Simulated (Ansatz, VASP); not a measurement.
**Nb in VASP and in Ansatz**

```
Nb
1.0
    -1.64380    1.64380    1.64380
     1.64380   -1.64380    1.64380
     1.64380    1.64380   -1.64380
Nb
1
Direct
  0.00000 0.00000 0.00000
```

Change from the starting cell: volume scaled by 0.98, PAW files.

Alike in both runs: task electric field gradients; functional PBE; k mesh 16 × 16 × 16; occupations fermi-dirac, width 0.08 eV; no spin polarisation.

|  | VASP | Ansatz |
| --- | --- | --- |
| version | VASP 6.6.1 | Ansatz 0.2.0 |
| potentials or method | VASP PAW PBE potentials, release 64 (Nb_sv) | PAW with Ansatz's default frozen-core files, scalar-relativistic |
| plane-wave cutoff (eV) | 520 | 420 |
| valence electrons in the cell | 13 | 13 |

VASP gave:

| Item | Value |
| --- | --- |
| pressure (GPa) | 3.2 |

Q: What did Ansatz give for the same quantities?

A: Pressure (GPa): 3.6.
